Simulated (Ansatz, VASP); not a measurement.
# Two plane-wave programs on Ir

File INCAR:

```
PREC = Accurate ; ENCUT = 520
EDIFF = 1E-6 ; ISMEAR = -1
SIGMA = 0.1 ; LREAL = F
LASPH = T ; NELM = 80
ALGO = Normal ; ISIF = 2
LWAVE = F ; LCHARG = F
GGA = CA ; NBANDS = 30
```

File KPOINTS:

```
regular mesh
0
Gamma
  15 11 1
```

The input POSCAR:

```
Ir
1.0
    2.6956178604      0.0000000000      0.0000000000
    0.0000000000      3.8121793371      0.0000000000
    0.0000000000      0.0000000000     21.3912000000
Ir
5
Direct
    0.0000000000      0.0000000000      0.3802365693
    0.5000000000      0.5000000000      0.4337403577
    0.0000000000      0.0000000000      0.4999999993
    0.5000000000      0.5000000000      0.5662596436
    0.0000000000      0.0000000000      0.6197634300
```

Input for Ansatz:

```yaml
crystal:
  lattice:
    - [2.6956178604, 0.0, 0.0]
    - [0.0, 3.8121793371, 0.0]
    - [0.0, 0.0, 21.3912]
  atoms:
    - { symbol: Ir, position: [0.0, 0.0, 0.3802365693] }
    - { symbol: Ir, position: [0.5, 0.5, 0.4337403577] }
    - { symbol: Ir, position: [0.0, 0.0, 0.4999999993] }
    - { symbol: Ir, position: [0.5, 0.5, 0.5662596436] }
    - { symbol: Ir, position: [0.0, 0.0, 0.61976343] }
kpoints:
  mp_grid: { grid: [15, 11, 1] }
scf:
  occupations: { method: fermi_dirac, width: 0.1 }
hamiltonian:
  xc: lda
  pseudopotentials: { kind: paw }
output:
  forces: true
  stress: true
  eigenvalues: true
  core_levels:
    shells: { Ir: ["4f"] }
    counted_from: fermi_level
    add_spin: false
  write_density: true
  write_potential: true
  elf: true
  volumetric_format: npy
```

Alike in both runs: task single point; functional LDA; k mesh 15 × 11 × 1; occupations fermi-dirac, width 0.1 eV; no spin polarisation.

|  | VASP | Ansatz |
| --- | --- | --- |
| version | VASP 6.6.1 | Ansatz 0.2.0 |
| potentials or method | VASP PAW LDA potentials, release 64 (Ir) | PAW with Ansatz's default frozen-core files, scalar-relativistic |
| plane-wave cutoff (eV) | 520 | 420 |
| valence electrons in the cell | 45 | 85 |

```csv
,VASP,Ansatz,Ansatz less VASP
rms of the force components (eV/Å),0.063,0.001,-0.0619
```

LDA's correlation is that of Perdew and Zunger in VASP and of Perdew and Wang (1992) in Ansatz. Atom by atom the forces differ by 0.063 eV/Å (rms over components). VASP's potentials hold 45 valence electrons a cell and Ansatz's 85, so a difference there can come from the potentials and not from the codes. Ansatz's warnings: xc potential rough in thin density.

Spin-orbit coupling is off throughout.
